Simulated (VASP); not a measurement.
Here is a VASP 6.6.1 calculation.

Contents of INCAR:

```
SYSTEM = NiO
PREC     = Accurate       ! precision mode
ENCUT    = 520            ! plane-wave cutoff, eV
EDIFF    = 1E-7           ! SCF threshold, eV
ISMEAR   = -1             ! smearing method
SIGMA    = 0.05           ! smearing width, eV
LREAL    = .False.        ! projectors in reciprocal space
LASPH    = .True.         ! aspherical terms in the spheres
NELM     = 150            ! most SCF steps
ALGO     = Normal         ! electronic algorithm
ISIF     = 2              ! what is computed and relaxed
LWAVE    = .False.        ! write WAVECAR
LCHARG   = .True.         ! write CHGCAR
ISPIN    = 2              ! spin polarisation
MAGMOM   = 1 0            ! initial moments
LORBIT   = 11             ! projections on sites
LMAXMIX  = 4              ! l up to which the mixer works
GGA      = B5             ! functional
ALDAX    = 1.0          
AGGAX    = 1.0          
AGGAC    = 1.0          
ALDAC    = 0.0          
IVDW     = 13             ! dispersion correction
VDW_S6   = 1.0          
VDW_S8   = 2.34076671   
VDW_A1   = 0.44488865   
VDW_A2   = 4.0933009    
LELF     = .True.         ! ELF
LVHAR    = .True.       
NBANDS   = 19             ! bands
```

File KPOINTS:

```
Automatic mesh
0
Gamma
  11 11 11
  0 0 0
```

File POSCAR:

```
NiO
1.0
    0.0000000000      2.1133508634      2.1133508634
    2.1133508634      0.0000000000      2.1133508634
    2.1133508634      2.1133508634      0.0000000000
Ni O
1 1
Direct
    0.0000000000      0.0000000000      0.0000000000
    0.5000000000      0.5000000000      0.5000000000
```

Potentials or basis: VASP PAW PBE potentials, release 64 (Ni, O).

The run is started by

```sh
$ cat potpaw_PBE.64/Ni/POTCAR potpaw_PBE.64/O/POTCAR > POTCAR
$ mpirun -np 1 vasp_std > vasp.out
```

(1) What does it give for the site moments?

(2) Predict the net moment.

(3) Estimate the pressure.

(4) Estimate the dispersion energy per atom.

Results:

(1) Ni +1.43; O +0.27 μB.

(2) 1.74 μB per cell.

(3) -1.1 GPa.

(4) -0.646 eV.

Caveat: the PAW data sets were made with another functional, which shifts forces and pressure a little; a cell with one magnetic atom can't hold antiferromagnetic order, which such compounds often take.
